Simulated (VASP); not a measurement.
**GaN: single point with r2SCAN**

Crystal: GaN.

```xyz
2
Lattice="0.0000 2.2030 2.2030 2.2030 0.0000 2.2030 2.2030 2.2030 0.0000" Properties=species:S:1:pos:R:3 pbc="T T T"
Ga    0.0000    0.0000    0.0000
N     1.1015    1.1015    1.1015
```

This cell differs from its parent crystal: volume changed by -6%.

```json
{
 "Program": "VASP 6.6.1",
 "Task": "single point",
 "Functional": "r2SCAN",
 "Potentials or basis": "VASP PAW PBE potentials, release 64 (Ga_d, N_h)",
 "Cutoff": "910 eV",
 "k mesh": "8 × 8 × 8",
 "Occupations": "gaussian, width 0.01 eV",
 "Spin": "no spin polarisation",
 "Dipole correction": "no",
 "Second run": "hard_potentials",
 "Further INCAR settings": "ALGO = Normal; EDIFF = 1e-06; NBANDS = 16"
}
```

- Pressure: 15.1 GPa
- Band gap on the k mesh: 2.57 eV, direct

Levels at points of the mesh, in eV from the valence-band top:
```
           k point  band 7  band 8  band 9  band 10  band 11  band 12
(0.00, 0.00, 0.00)    0.00    0.00    0.00     2.57    11.45    11.45
(0.50, 0.00, 0.00)   -7.63   -1.09   -1.09     5.65     9.80    11.37
(0.50, 0.50, 0.00)   -6.51   -3.04   -3.04     3.79     7.66    13.12
```

Wall time 36 s on 1 thread of Intel(R) Xeon(R) 6975P-C (Granite Rapids), on a shared host, peak memory 0.19 GiB.

Caveat: the cutoff is under 1.25 times the usual one of these potentials, so pressure, stress and relaxed cells hold a basis-set (Pulay) error; the PAW data sets were made with another functional, which shifts forces and pressure a little.
